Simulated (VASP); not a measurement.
# O2 in VASP: further runs

The runs below take O2 through single point, relaxation of the atoms, with PBEsol.

All numbers are computed with VASP 6.6.1; they aren't measurements. Logs are shortened: lines on timing, memory, paths and dates and some standing lists are left out, and cuts for length are marked.

### 1 The cell of the first run

The cell holds a molecule in a box, 2 atoms: a = 10.000 Å, b = 10.500 Å, c = 11.000 Å, α = 90.00°, β = 90.00°, γ = 90.00°.

### 2 Single point, PBEsol, collinear spin, ferromagnetic start

File INCAR:

```
SYSTEM = O
ALGO = Normal ; EDIFF = 1E-6
ENCUT = 520 ; GGA = PS
ISIF = 2 ; ISMEAR = 0
ISPIN = 2 ; LASPH = .TRUE.
LCHARG = .FALSE. ; LORBIT = 11
LREAL = .FALSE. ; LWAVE = .FALSE.
MAGMOM = 1 1 ; NBANDS = 17
NELM = 150 ; PREC = Accurate
SIGMA = 0.01
```

File KPOINTS:

```
k-points
0
G
  1 1 1
  0 0 0
```

File POSCAR:

```
O
1.0
   10.0000000000      0.0000000000      0.0000000000
    0.0000000000     10.5000000000      0.0000000000
    0.0000000000      0.0000000000     11.0000000000
O
2
Direct
    0.5000000000      0.5000000000      0.4449587598
    0.5000000000      0.5000000000      0.5550412402
```

Potentials or basis: VASP PAW PBE potentials, release 64 (O).

On the command line:

```sh
> cat potpaw_PBE.64/O/POTCAR > POTCAR
> mpirun -np 1 vasp_gam > vasp.out
```

OUTCAR:

```text
SYSTEM = O
   EDIFF = 1E-6
   ENCUT = 520
   GGA = PS
   ISIF = 2
   ISMEAR = 0
   ISPIN = 2
   LASPH = .TRUE.
   LORBIT = 11
   LREAL = .FALSE.
   NELM = 150
   PREC = Accurate

 ion  position               nearest neighbor table
   1  0.500  0.500  0.445-   2 1.21
   2  0.500  0.500  0.555-   1 1.21

  LATTYP: Found a simple orthorhombic cell.
 ALAT       =    10.0000000000
 B/A-ratio  =     1.0500000000
 C/A-ratio  =     1.1000000000

  Lattice vectors:

 A1 = (  10.0000000000,   0.0000000000,   0.0000000000)
 A2 = (   0.0000000000,  10.5000000000,   0.0000000000)
 A3 = (   0.0000000000,   0.0000000000,  11.0000000000)

Analysis of symmetry for initial positions (statically):
=====================================================================
 Subroutine PRICEL returns:
 Original cell was already a primitive cell.

 Routine SETGRP: Setting up the symmetry group for a
 simple orthorhombic supercell.

 Subroutine GETGRP returns: Found  8 space group operations
 (whereof  8 operations were pure point group operations)
 out of a pool of  8 trial point group operations.

The static configuration has the point symmetry D_2h.

Analysis of symmetry for dynamics (positions and initial velocities):
=====================================================================
 Subroutine PRICEL returns:
 Original cell was already a primitive cell.

 Routine SETGRP: Setting up the symmetry group for a
 simple orthorhombic supercell.

 Subroutine GETGRP returns: Found  8 space group operations
 (whereof  8 operations were pure point group operations)
 out of a pool of  8 trial point group operations.

The dynamic configuration has the point symmetry D_2h.

Analysis of structural, dynamic, and magnetic symmetry:
=====================================================================
 Subroutine PRICEL returns:
 Original cell was already a primitive cell.

 Routine SETGRP: Setting up the symmetry group for a
 simple orthorhombic supercell.

 Subroutine GETGRP returns: Found  8 space group operations
 (whereof  8 operations were pure point group operations)
 out of a pool of  8 trial point group operations.

The overall configuration has the point symmetry D_2h.

 Subroutine INISYM returns: Found  8 space group operations
 (whereof  8 operations are pure point group operations),
 and found     1 'primitive' translations

----------------------------------------------------------------------------------------

                                     Primitive cell

  volume of cell :    1155.0000

  direct lattice vectors                    reciprocal lattice vectors
    10.000000000  0.000000000  0.000000000     0.100000000  0.000000000  0.000000000
     0.000000000 10.500000000  0.000000000     0.000000000  0.095238095  0.000000000
     0.000000000  0.000000000 11.000000000     0.000000000  0.000000000  0.090909091

  length of vectors
    10.000000000 10.500000000 11.000000000     0.100000000  0.095238095  0.090909091

  position of ions in fractional coordinates (direct lattice)
     0.500000000  0.500000000  0.444958760
     0.500000000  0.500000000  0.555041240

  ion indices of the primitive-cell ions
   primitive index   ion index
                 1           1
                 2           2

----------------------------------------------------------------------------------------

 KPOINTS: k-points

Automatic generation of k-mesh.
 Grid dimensions read from file:
 generate k-points for:    1    1    1

 Generating k-lattice:

  Cartesian coordinates                     Fractional coordinates (reciprocal lattice)
     0.100000000  0.000000000  0.000000000     1.000000000  0.000000000  0.000000000
     0.000000000  0.095238095  0.000000000     0.000000000  1.000000000  0.000000000
     0.000000000  0.000000000  0.090909091     0.000000000  0.000000000  1.000000000

  Length of vectors
     0.100000000  0.095238095  0.090909091

  Shift w.r.t. Gamma in fractional coordinates (k-lattice)
     0.000000000  0.000000000  0.000000000

 Subroutine IBZKPT returns following result:
 ===========================================

 Found      1 irreducible k-points:

 Following reciprocal coordinates:
            Coordinates               Weight
  0.000000  0.000000  0.000000      1.000000
   k-points           NKPTS =      1   k-points in BZ     NKDIM =      1   number of bands    NBANDS=     17
   number of dos      NEDOS =    301   number of ions     NIONS =      2
   total plane-waves  NPLWV = 537600
   dimension x,y,z NGX =    80 NGY =   80 NGZ =   84
   dimension x,y,z NGXF=   160 NGYF=  160 NGZF=  168
   ions per type =               2
   NGX,Y,Z   is equivalent  to a cutoff of  13.30, 12.67, 12.70 a.u.
   NGXF,Y,Z  is equivalent  to a cutoff of  26.60, 25.33, 25.39 a.u.
 SYSTEM =  O
   PREC   = accura    normal or accurate (medium, high low for compatibility)
   ISTART =      0    job   : 0-new  1-cont  2-samecut
   ICHARG =      2    charge: 1-file 2-atom 10-const
   ISPIN  =      2    spin polarized calculation?
   LNONCOLLINEAR =      F non collinear calculations
   LSORBIT =      F    spin-orbit coupling
   LASPH  =      T    aspherical Exc in radial PAW
   ENCUT  =  520.0 eV  38.22 Ry    6.18 a.u.  18.59 19.52 20.45*2*pi/ulx,y,z
   NELM   =    150;   NELMIN=  2; NELMDL= -5     # of ELM steps
   EDIFF  = 0.1E-05   stopping-criterion for ELM
   LREAL  =      F    real-space projection
   EDIFFG = 0.1E-04   stopping-criterion for IOM
   NSW    =      0    number of steps for IOM
   IBRION =     -1    ionic relax: 0-MD 1-quasi-New 2-CG
   NFREE  =      0    steps in history (QN), initial steepest desc. (CG)
   ISIF   =      2    stress and relaxation
   ISYM   =      2    0-nonsym 1-usesym 2-fastsym
   POTIM  = 0.5000    time-step for ionic-motion
   TEBEG  =    0.0;   TEEND  =   0.0 temperature during run
   PSTRESS=    0.0 pullay stress
   NELECT =      12.0000    total number of electrons
   NUPDOWN=      -1.0000    fix difference up-down
   EMIN   =  10.00;   EMAX   =-10.00  energy-range for DOS
   EFERMI =   0.00;   METHOD = LEGACY
   ISMEAR =     0;   SIGMA  =   0.01  broadening in eV -4-tet -1-fermi 0-gaus
   EFERMI_NEDOS =   21; number of points for ismear=-14 and -15
   IALGO  =     38    algorithm
   IMIX   =      4    mixing-type and parameters
     AMIX     =   0.40;   BMIX     =  1.00
     AMIX_MAG =   1.60;   BMIX_MAG =  1.00
  volume/ion in A,a.u.               =     577.50      3897.16
  Fermi-wavevector in a.u.,A,eV,Ry     =   0.357225  0.675056  1.736231  0.127609
  Thomas-Fermi vector in A             =   1.274455
   LORBIT       =     11    0 simple, 1 ext, 2 COOP (PROOUT), +10 PAW based schemes
   GGA     = PS    functional components
   LHFCALC =     F    Hartree Fock is set to
   AEXX    =    0.0000 exact exchange contribution
   IVDW    =     0    specifies the selected vdW correction
   LEPSILON=     F    determine dielectric tensor
   LRPA    =     F    only Hartree local field effects (RPA)
 spin polarized calculation
 Gauss-broadening in eV      SIGMA  =   0.01
  energy-cutoff  :      520.00
  volume of cell :     1155.00
 maximum number of plane-waves:     15548
 NGX is ok and might be reduce to    80
   NGX = 37   NGY = 39   NGZ = 41

 number of electron      11.9999998 magnetization       1.9999998

 Free energy of the ion-electron system (eV)
  ---------------------------------------------------
  ext. energy  EPLUGINS =         0.00000000
  ---------------------------------------------------
  free energy    TOTEN  =       -10.26751339 eV

  energy without entropy =      -10.26751339  energy(sigma->0) =      -10.26751339

 E-fermi :  -6.6095     XC(G=0):  -0.4694

 val. band max:       -6.6754430079   @ k =   0.0000   0.0000   0.0000
 cond. band min:      -4.4121693361   @ k =   0.0000   0.0000   0.0000
 fundamental gap:      2.2632736718
 Fermi energy:        -6.6094642975

 spin component 1

 k-point     1 :       0.0000    0.0000    0.0000
  band No.  band energies     occupation
      1     -32.8882      1.00000
      2     -20.2599      1.00000
      3     -13.4123      1.00000
      4     -13.4123      1.00000
      5     -13.4040      1.00000
      6      -6.6755      1.00000
[... 9 lines left out ...]
     16       2.3479      0.00000
     17       2.3490      0.00000
 Fermi energy:        -6.6094642975

 spin component 2

 k-point     1 :       0.0000    0.0000    0.0000
  band No.  band energies     occupation
      1     -31.6396      1.00000
      2     -18.4794      1.00000
      3     -12.3739      1.00000
      4     -11.5753      1.00000
      5     -11.5753      1.00000
      6      -4.4122      0.00000
[... 9 lines left out ...]
     16       2.4167      0.00000
     17       2.4842      0.00000

------------------------ aborting loop because EDIFF is reached ----------------------------------------

  FORCE on cell =-STRESS in cart. coord.  units (eV):
  Direction    XX          YY          ZZ          XY          YZ          ZX
  --------------------------------------------------------------------------------------
  -------------------------------------------------------------------------------------
  Total       -0.0722534     -0.0744864      1.5008137      0.0000000      0.0000000      0.0000000
  in kB       -0.1002275     -0.1033251      2.0818785      0.0000000      0.0000000      0.0000000
  external PRESSURE =       0.6261087 kB  Pullay stress =       0.0000000 kB

 VOLUME and BASIS-vectors are now :
 -----------------------------------------------------------------------------
  energy-cutoff  :      520.00
  volume of cell :     1155.00
      direct lattice vectors                 reciprocal lattice vectors
    10.000000000  0.000000000  0.000000000     0.100000000  0.000000000  0.000000000
     0.000000000 10.500000000  0.000000000     0.000000000  0.095238095  0.000000000
     0.000000000  0.000000000 11.000000000     0.000000000  0.000000000  0.090909091

 POSITION                                       TOTAL-FORCE (eV/Angst)
 -----------------------------------------------------------------------------------
      5.00000      5.25000      4.89455         0.000000     -0.000000     -1.304935
      5.00000      5.25000      6.10545         0.000000      0.000000      1.304935
 -----------------------------------------------------------------------------------
    total drift:                                0.000000      0.000000      0.000000

  FREE ENERGIE OF THE ION-ELECTRON SYSTEM (eV)
  ---------------------------------------------------
  free  energy   TOTEN  =       -10.2675133859 eV

  energy  without entropy=      -10.2675133859  energy(sigma->0) =      -10.26751339

 total charge

# of ion       s       p       d       tot
------------------------------------------
    1        1.609   3.306   0.000   4.915
    2        1.609   3.306   0.000   4.915
--------------------------------------------------
tot          3.218   6.612   0.000   9.830

 magnetization (x)

# of ion       s       p       d       tot
------------------------------------------
    1        0.009   0.797   0.000   0.806
    2        0.009   0.797   0.000   0.806
--------------------------------------------------
tot          0.018   1.594   0.000   1.612
```

It took 86 s on 1 thread of AMD EPYC 9R45 (Zen 5), shared host; peak memory 1.2 GiB.

What came out:

| Item | Value |
| --- | --- |
| Free energy | -10.2675 eV |
| Largest force | 1.305 eV/Å |
| Gap between the frontier levels | 2.26 eV |
| Net moment | 2.00 μB per cell |
| Site moments | O +0.81 μB |
| Valence electrons inside the program's atomic spheres | O 4.92 |

Forces in eV/Å, atoms in the order of the input:
```
O    0.000  0.000 -1.305
O    0.000  0.000  1.305
```

Caveat: the standard files for N, O and F lose accuracy on very short bonds; the PAW data sets were made with another functional, which shifts forces and pressure a little.

### 3 Relaxation of the atoms, PBEsol, collinear spin, ferromagnetic start

File INCAR:

```
SYSTEM = O
  PREC = Accurate
  ENCUT = 520
  EDIFF = 1E-6
  ISMEAR = 0
  SIGMA = 0.01
  LREAL = .False.
  LASPH = .True.
  NELM = 150
  ALGO = Normal
  ISIF = 2
  LWAVE = .False.
  LCHARG = .False.
  ISPIN = 2
  MAGMOM = 1 1
  LORBIT = 11
  GGA = PS
  IBRION = 2
  NSW = 80
  EDIFFG = -0.004
```

File KPOINTS:

```
Automatic mesh
0
Gamma
  1 1 1
  0 0 0
```

File POSCAR:

```
O
1.0
   10.0000000000      0.0000000000      0.0000000000
    0.0000000000     10.5000000000      0.0000000000
    0.0000000000      0.0000000000     11.0000000000
O
2
Direct
    0.5000000000      0.5000000000      0.4450000000
    0.5000000000      0.5000000000      0.5550000000
```

Potentials or basis: VASP PAW PBE potentials, release 64 (O).

On the command line:

```sh
> cat potpaw_PBE.64/O/POTCAR > POTCAR
> mpirun -np 1 vasp_gam > vasp.out
```

Run time: 9.6 min. Hardware: 1 thread of Oxide Virtual Turin-like, shared host; peak memory 1.2 GiB.

The run converged. Its results:

```
Free energy                                           : -10.2779 eV
Energy gained by relaxing                             : 5.8 meV/atom
Ionic steps                                           : 4
Largest force after relaxing                          : 0.003 eV/Å
Gap between the frontier levels                       : 2.26 eV
Net moment                                            : 2.00 μB per cell
Site moments                                          : O +0.81 μB
Valence electrons inside the program's atomic spheres : O 4.89
```

Forces in eV/Å, atoms in the order of the input:
```
O    0.000  0.000  0.003
O    0.000  0.000 -0.003
```

The path:
```csv
step,energy change (eV),largest force (eV/Å),pressure (GPa)
1,0.0000,1.3824,0.07
2,0.3757,5.8057,-0.37
3,-0.0116,0.0495,-0.01
4,-0.0116,0.0031,-0.01
```

Final structure:
```xyz
2
Lattice="10.0000 0.0000 0.0000 0.0000 10.5000 0.0000 0.0000 0.0000 11.0000" Properties=species:S:1:pos:R:3 pbc="T T T"
O     5.0000    5.2500    4.8864
O     5.0000    5.2500    6.1136
```

Levels at points of the mesh, in eV from the valence-band top:
Spin up:
| k point | band 4 | band 5 | band 6 | band 7 | band 8 | band 9 | band 10 | band 11 |
| --- | --- | --- | --- | --- | --- | --- | --- | --- |
| (0.00, 0.00, 0.00) | -6.46 | -6.46 | 0.00 | 0.00 | 6.56 | 7.56 | 7.83 | 7.87 |
Spin down:
```csv
k point,band 1,band 2,band 3,band 4,band 5,band 6,band 7,band 8,band 9,band 10
"(0.00, 0.00, 0.00)",-24.48,-11.81,-5.54,-4.62,-4.62,2.26,2.26,6.65,7.76,7.90
```

Caveat: the standard files for N, O and F lose accuracy on very short bonds; the PAW data sets were made with another functional, which shifts forces and pressure a little.
